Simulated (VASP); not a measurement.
# Nb (Fm-3m) in VASP: a series of runs, part 2 of 2

VASP 6.6.1. The steps go on from the part before.

## (5) Relaxation of cell and atoms, PBE, target pressure 55 GPa, at which the enthalpy is minimised

File INCAR:

```
PREC     = Accurate       # precision mode
ENCUT    = 600            # plane-wave cutoff, eV
EDIFF    = 1E-6           # SCF threshold, eV
ISMEAR   = -1             # smearing method
SIGMA    = 0.05           # smearing width, eV
LREAL    = False          # projectors in reciprocal space
LASPH    = True           # aspherical terms in the spheres
NELM     = 80             # most SCF steps
ALGO     = Normal         # electronic algorithm
ISIF     = 3              # what is computed and relaxed
LWAVE    = False          # write WAVECAR
LCHARG   = False          # write CHGCAR
GGA      = PE             # functional
IBRION   = 2              # ionic algorithm
NSW      = 60             # ionic steps
EDIFFG   = -0.005         # ionic threshold
PSTRESS  = 550.0
```

File KPOINTS:

```
regular mesh
0
Gamma
  17 17 17
```

File POSCAR:

```
Nb
1.0
    0.0000000000      1.9557933928      1.9557933928
    1.9557933928      0.0000000000      1.9557933928
    1.9557933928      1.9557933928      0.0000000000
Nb
1
Direct
    0.0000000000      0.0000000000      0.0000000000
```

Potentials or basis: VASP PAW PBE potentials, release 64 (Nb_sv).

On the command line:

```
$ cat potpaw_PBE.64/Nb_sv/POTCAR > POTCAR
$ mpirun -np 1 vasp_std > vasp.out
```

OUTCAR:

```text
PREC = Accurate
   ENCUT = 600
   EDIFF = 1E-6
   ISMEAR = -1
   LREAL = False
   LASPH = True
   NELM = 80
   ISIF = 3
   GGA = PE
   IBRION = 2
   NSW = 60
   EDIFFG = -0.005
   PSTRESS = 550.0

 ion  position               nearest neighbor table
   1  0.000  0.000  0.000-

  LATTYP: Found a face centered cubic cell.
 ALAT       =     3.9115867856

  Lattice vectors:

 A1 = (   0.0000000000,   1.9557933928,   1.9557933928)
 A2 = (   1.9557933928,   0.0000000000,   1.9557933928)
 A3 = (   1.9557933928,   1.9557933928,   0.0000000000)

Analysis of symmetry for initial positions (statically):
=====================================================================
 Subroutine PRICEL returns:
 Original cell was already a primitive cell.
[... 256 lines left out ...]
 cond. band min:      14.5010275693   @ k =  -0.4118   0.2941   0.0588
 fundamental gap:      0.0358886322
 Fermi energy:        14.4981120600

 k-point     1 :       0.0000    0.0000    0.0000
  band No.  band energies     occupation
      1     -40.2399      2.00000
      2     -14.9988      2.00000
      3     -14.9988      2.00000
      4     -14.9988      2.00000
      5       7.8422      2.00000
      6      14.3229      1.94156
      7      14.3229      1.94156
      8      14.3229      1.94156
      9      17.8618      0.00000
     10      17.8618      0.00000
[... 287 lines left out ...]
 k-point    24 :      -0.1176    0.0588    0.0000
  band No.  band energies     occupation
      1     -40.1471      2.00000
      2     -15.4897      2.00000
      3     -15.1203      2.00000
      4     -15.0339      2.00000
      5       8.8342      2.00000
      6      13.5852      2.00000
      7      14.7440      0.01454
      8      14.7905      0.00576
      9      17.1180      0.00000
     10      17.8697      0.00000

 [... further k-points ...]

------------------------ aborting loop because EDIFF is reached ----------------------------------------

  FORCE on cell =-STRESS in cart. coord.  units (eV):
  Direction    XX          YY          ZZ          XY          YZ          ZX
  --------------------------------------------------------------------------------------
  -------------------------------------------------------------------------------------
  Total        5.1274517      5.1274517      5.1274517      0.0000000      0.0000000      0.0000000
  in kB      549.8651284    549.8651284    549.8651284      0.0000000      0.0000000      0.0000000
  external PRESSURE =      -0.1348716 kB  Pullay stress =     550.0000000 kB
[... 20 lines left out ...]
  energy  without entropy=       -9.3342110349  energy(sigma->0) =       -9.33987419

  enthalpy is  TOTEN    =        -4.2168279404 eV   P V=        5.1287094109

 reached required accuracy - stopping structural energy minimisation
```

Run time: 22 s. Hardware: 1 thread of Intel Xeon 6975P-C (Granite Rapids), shared host; peak memory 0.17 GiB.

What came out:

```yaml
Free_energy: -9.3455 eV
Relaxed_volume: 14.94 Å³/atom
Relaxed_cell: a = 2.765 Å, b = 2.765 Å, c = 2.765 Å, α = 60.00°, β = 60.00°, γ = 60.00°
Space_group_after_relaxing_to_0.05_Å: Fm-3m (No. 225)
Energy_change_on_relaxing_the_enthalpy_is_what_falls: +7.6 meV/atom
Ionic_steps: 3
Pressure_after_relaxing: 55.0 GPa
```

The path:
```csv
step,energy change (eV),largest force (eV/Å),pressure (GPa),volume (Å³)
1,0.0000,0.0000,54.57,14.96
2,0.0300,0.0000,56.45,14.88
3,0.0076,0.0000,54.99,14.94
```

Final structure:
```yaml
crystal:
  lattice:
    - [0.00000, 1.95483, 1.95483]
    - [1.95483, 0.00000, 1.95483]
    - [1.95483, 1.95483, 0.00000]
  atoms:
    - { symbol: Nb, position: [0.00000, 0.00000, 0.00000] }
```

Levels at points of the mesh, in eV from the Fermi level:
```csv
k point,band 2,band 3,band 4,band 5,band 6,band 7,band 8,band 9,band 10
"(0.00, 0.00, 0.00)",-29.50,-29.50,-29.50,-6.66,-0.18,-0.18,-0.18,3.36,3.36
```

Caveat: the cell is relaxed towards a set pressure, so the enthalpy falls and the energy may rise.

## (6) Relaxation of cell and atoms, PBE, target pressure 55 GPa, at which the enthalpy is minimised

File INCAR:

```
PREC = Accurate
ENCUT = 600
EDIFF = 1E-6
ISMEAR = -1
SIGMA = 0.05
LREAL = False
LASPH = True
NELM = 60
ALGO = Normal
ISIF = 3
LWAVE = False
LCHARG = False
GGA = PE
IBRION = 2
NSW = 32
EDIFFG = -0.005
PSTRESS = 550.0
```

KPOINTS is that of step 5.

File POSCAR:

```
Nb
1.0
    0.0000000000      1.9554908263      1.9554908263
    1.9554908263      0.0000000000      1.9554908263
    1.9554908263      1.9554908263      0.0000000000
Nb
1
Direct
    0.0000000000      0.0000000000      0.0000000000
```

Potentials or basis: VASP PAW PBE potentials, release 64 (Nb_sv).

On the command line:

```
$ cat potpaw_PBE.64/Nb_sv/POTCAR > POTCAR
$ mpirun -np 1 vasp_std > vasp.out
```

It took 20 s on 1 thread of Intel Xeon 6975P-C (Granite Rapids), shared host; peak memory 0.17 GiB.

The run converged. Its results:

```
Free energy                                            : -9.3457 eV
Relaxed volume                                         : 14.94 Å³/atom
Relaxed cell                                           : a = 2.765 Å, b = 2.765 Å, c = 2.765 Å, α = 60.00°, β = 60.00°, γ = 60.00°
Space group after relaxing (to 0.05 Å)                 : Fm-3m (No. 225)
Energy change on relaxing (the enthalpy is what falls) : +5.1 meV/atom
Ionic steps                                            : 3
Pressure after relaxing                                : 55.0 GPa
```

The path:
```
step  energy change (eV)  largest force (eV/Å)  pressure (GPa)  volume (Å³)
   1              0.0000                0.0000           54.72        14.96
   2              0.0193                0.0000           55.89        14.90
   3              0.0051                0.0000           55.00        14.94
```

Final structure:
```
Nb
1.0
     0.00000    1.95485    1.95485
     1.95485    0.00000    1.95485
     1.95485    1.95485    0.00000
Nb
1
Direct
  0.00000 0.00000 0.00000
```

Levels at points of the mesh, in eV from the Fermi level:
```csv
k point,band 3,band 4,band 5,band 6,band 7,band 8,band 9,band 10
"(0.00, 0.00, 0.00)",-29.50,-29.50,-6.66,-0.18,-0.18,-0.18,3.36,3.36
```

Caveat: the cell is relaxed towards a set pressure, so the enthalpy falls and the energy may rise.

## (7) Summary

| task | cell | k mesh | cutoff (eV) | gap on the mesh (eV) | pressure (GPa) |
| --- | --- | --- | --- | --- | --- |
| single point | a = 2.765 Å, angles 60.0°, 1 atom | 17 × 17 × 17 | 520 | none | 54.6 |
| single point | a = 2.766 Å, angles 60.0°, 1 atom | 17 × 17 × 17 | 520 | none | 54.6 |
| single point | a = 2.983 Å, angles 60.0°, 1 atom | 16 × 16 × 16 | 520 | none | -0.3 |
| relaxation of cell and atoms | relaxed to 55 GPa from a = 2.766 Å, angles 60.0°, 1 atom | 17 × 17 × 17 | 600 | none | 55.0 |
| relaxation of cell and atoms | relaxed to 55 GPa from a = 2.765 Å, angles 60.0°, 1 atom | 17 × 17 × 17 | 600 | none | 55.0 |

Alike in all rows: level PBE; potentials or basis VASP PAW PBE potentials, release 64 (Nb_sv); no spin polarisation; smearing fermi-dirac 0.05 eV.

Caveats: the cell is relaxed towards a set pressure, so the enthalpy falls and the energy may rise (some runs).

Total energies depend on the potentials used, so only differences within one code and one set of settings carry meaning.
